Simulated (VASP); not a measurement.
# CaO (I4/mmm) in VASP: further runs, part 2 of 2

VASP 6.6.1.

**3. Single point, PBE (strain +0.040 along x and y, -0.040 along z)**

INCAR

```
  PREC = Accurate
  ENCUT = 600
  EDIFF = 1E-6
  ISMEAR = 0
  SIGMA = 0.05
  LREAL = F
  LASPH = T
  NELM = 120
  ALGO = Normal
  ISIF = 2
  LWAVE = F
  LCHARG = F
  GGA = PE
  NBANDS = 15
  GGA_COMPAT = F
```

KPOINTS

```
Automatic mesh
0
Gamma
  8 8 8
```

POSCAR

```
CaO
1.0
    0.0000000000      2.5469600000      2.3510400000
    2.5469600000      0.0000000000      2.3510400000
    2.5469600000      2.5469600000      0.0000000000
Ca O
1 1
Direct
    0.0000000000      0.0000000000      0.0000000000
    0.5000000000      0.5000000000      0.5000000000
```

Potentials or basis: VASP PAW PBE potentials, release 64 (Ca_sv, O).

Run with:

```bash
> cat potpaw_PBE.64/Ca_sv/POTCAR potpaw_PBE.64/O/POTCAR > POTCAR
> mpirun -np 1 vasp_std > vasp.out
```

Wall time 62 s (1 thread of Intel Xeon 8259CL, shared host); peak memory 0.18 GiB.

Results (log left out):

| Item | Value |
| --- | --- |
| Free energy | -12.7199 eV |
| Pressure | -5.4 GPa |
| Band gap on the k mesh | 3.39 eV (least direct gap 3.75 eV) |

Stress tensor (GPa, compression positive):
```
-8.39  0.00  0.00
 0.00 -8.39  0.00
 0.00  0.00  0.49
```

Levels at points of the mesh, in eV from the valence-band top:
```tsv
k point	band 4	band 5	band 6	band 7	band 8	band 9	band 10	band 11	band 12	band 13
(0.00, 0.00, 0.00)	-18.88	-15.47	-0.15	-0.15	0.00	3.75	5.77	5.77	6.23	6.91
(0.50, 0.00, 0.00)	-18.93	-14.55	-2.53	-1.17	-1.15	6.50	7.67	7.78	7.82	9.24
(0.50, 0.50, 0.00)	-19.15	-15.24	-1.14	-0.61	-0.61	3.39	7.40	8.28	8.84	8.84
(0.50, 0.00, 0.50)	-19.06	-15.25	-1.54	-0.47	-0.36	3.66	7.14	8.41	8.56	9.02
```

Caveat: the cell differs from its parent crystal (strain +0.040 along x and y, -0.040 along z); the stress differs along the axes, from -8 to 0 GPa. A k mesh can miss the band edges.

**4. Single point, PBE (strain +0.000 along x and y, +0.080 along z)**

INCAR

```
PREC = Accurate ; ENCUT = 600
EDIFF = 1E-6 ; ISMEAR = 0
SIGMA = 0.05 ; LREAL = F
LASPH = T ; NELM = 120
ALGO = Normal ; ISIF = 2
LWAVE = F ; LCHARG = F
GGA = PE ; NBANDS = 15
GGA_COMPAT = F
```

KPOINTS is that of step 3.

POSCAR

```
CaO
1.0
    0.0000000000      2.4490000000      2.6449200000
    2.4490000000      0.0000000000      2.6449200000
    2.4490000000      2.4490000000      0.0000000000
Ca O
1 1
Direct
    0.0000000000      0.0000000000      0.0000000000
    0.5000000000      0.5000000000      0.5000000000
```

Run with:

```bash
> cat potpaw_PBE.64/Ca_sv/POTCAR potpaw_PBE.64/O/POTCAR > POTCAR
> mpirun -np 1 vasp_std > vasp.out
```

Run time: 66 s. Hardware: 1 thread of Intel Xeon 8259CL, shared host; peak memory 0.19 GiB.

Results (log left out):

```yaml
Free_energy: -12.6784 eV
Pressure: -8.5 GPa
Band_gap_on_the_k_mesh: 3.57 eV
```

Stress tensor (GPa, compression positive):
```
 -7.02   0.00   0.00
  0.00  -7.02   0.00
  0.00   0.00 -11.37
```

Levels at points of the mesh, in eV from the valence-band top:
| k point | band 6 | band 7 | band 8 | band 9 | band 10 | band 11 |
| --- | --- | --- | --- | --- | --- | --- |
| (0.00, 0.00, 0.00) | -0.09 | 0.00 | 0.00 | 3.57 | 5.58 | 6.03 |
| (0.50, 0.00, 0.00) | -2.37 | -1.02 | -1.02 | 6.40 | 7.46 | 7.63 |
| (0.50, 0.50, 0.00) | -1.54 | -0.31 | -0.31 | 3.76 | 7.09 | 8.17 |
| (0.50, 0.00, 0.50) | -1.23 | -0.48 | -0.45 | 3.57 | 7.04 | 8.21 |

Caveat: the cell differs from its parent crystal (strain +0.000 along x and y, +0.080 along z); the cell stands under tension. A k mesh can miss the band edges.

**5. Single point, PBE (strain +0.080 along x and y, -0.080 along z)**

INCAR is that of step 4.

KPOINTS is that of step 4.

POSCAR

```
CaO
1.0
    0.0000000000      2.6449200000      2.2530800000
    2.6449200000      0.0000000000      2.2530800000
    2.6449200000      2.6449200000      0.0000000000
Ca O
1 1
Direct
    0.0000000000      0.0000000000      0.0000000000
    0.5000000000      0.5000000000      0.5000000000
```

Potentials or basis: VASP PAW PBE potentials, release 64 (Ca_sv, O).

Run with:

```bash
> cat potpaw_PBE.64/Ca_sv/POTCAR potpaw_PBE.64/O/POTCAR > POTCAR
> mpirun -np 1 vasp_std > vasp.out
```

OUTCAR:

```text
PREC = Accurate
   ENCUT = 600
   EDIFF = 1E-6
   ISMEAR = 0
   LREAL = F
   LASPH = T
   NELM = 120
   ISIF = 2
   GGA = PE

 ion  position               nearest neighbor table
   1  0.000  0.000  0.000-   2 2.25   2 2.25
   2  0.500  0.500  0.500-   1 2.25   1 2.25

  LATTYP: Found a body centered tetragonal cell.
 ALAT       =     3.7404817354
 C/A-ratio  =     1.2047004420

  Lattice vectors:

 A1 = (   0.0000000000,  -2.6449200000,  -2.2530800000)
[... 617 lines left out ...]

------------------------ aborting loop because EDIFF is reached ----------------------------------------

  FORCE on cell =-STRESS in cart. coord.  units (eV):
  Direction    XX          YY          ZZ          XY          YZ          ZX
  --------------------------------------------------------------------------------------
  -------------------------------------------------------------------------------------
  Total       -2.0355097     -2.0355097      1.6978546      0.0000000      0.0000000      0.0000000
  in kB     -103.4551402   -103.4551402     86.2937571      0.0000000      0.0000000      0.0000000
  external PRESSURE =     -40.2055077 kB  Pullay stress =       0.0000000 kB

 VOLUME and BASIS-vectors are now :
 -----------------------------------------------------------------------------
  energy-cutoff  :      600.00
  volume of cell :       31.52
      direct lattice vectors                 reciprocal lattice vectors
     0.000000000  2.644920000  2.253080000    -0.189041635  0.189041635  0.221918441
     2.644920000  0.000000000  2.253080000     0.189041635 -0.189041635  0.221918441
     2.644920000  2.644920000  0.000000000     0.189041635  0.189041635 -0.221918441

 POSITION                                       TOTAL-FORCE (eV/Angst)
 -----------------------------------------------------------------------------------
      0.00000      0.00000      0.00000        -0.000000      0.000000      0.000000
      2.64492      2.64492      2.25308         0.000000     -0.000000      0.000000
 -----------------------------------------------------------------------------------
    total drift:                                0.000000      0.000000      0.000000

  FREE ENERGIE OF THE ION-ELECTRON SYSTEM (eV)
  ---------------------------------------------------
  free  energy   TOTEN  =       -12.5469820616 eV

  energy  without entropy=      -12.5469820616  energy(sigma->0) =      -12.54698206
```

It took 55 s on 1 thread of Intel Xeon 8259CL, shared host; peak memory 0.18 GiB.

What came out:

```
Free energy            : -12.5470 eV
Pressure               : -4.0 GPa
Band gap on the k mesh : 3.11 eV
```

Stress tensor (GPa, compression positive):
```
-10.35   0.00   0.00
  0.00 -10.35   0.00
  0.00   0.00   8.63
```

Caveat: the cell differs from its parent crystal (strain +0.080 along x and y, -0.080 along z); the stress differs along the axes, from -10 to 9 GPa.

**6. Summary**

| cell | gap on the mesh (eV) | pressure (GPa) |
| --- | --- | --- |
| a = 3.400, b = 3.400, c = 3.602 Å, angles 58.0, 58.0, 64.0°, 2 atoms | 3.19 | 0.4 |
| a = 3.466, b = 3.466, c = 3.602 Å, angles 58.7, 58.7, 62.6°, 2 atoms | 3.39 | -5.4 |
| a = 3.605, b = 3.605, c = 3.463 Å, angles 61.3, 61.3, 57.4°, 2 atoms | 3.57 | -8.5 |
| a = 3.474, b = 3.474, c = 3.740 Å, angles 57.4, 57.4, 65.1°, 2 atoms | 3.11 | -4.0 |

Alike in all rows: task single point; level PBE; potentials or basis VASP PAW PBE potentials, release 64 (Ca_sv, O); no spin polarisation; k mesh 8 × 8 × 8; cutoff (eV) 600; smearing gaussian 0.05 eV.

Caveats: the stress differs along the axes, from -6 to 14 GPa (at least some runs); the stress differs along the axes, from -8 to 0 GPa (at least some runs); the cell stands under tension (at least some runs); the stress differs along the axes, from -10 to 9 GPa (at least some runs).

Absolute energies hang on the potentials; compare differences alone.
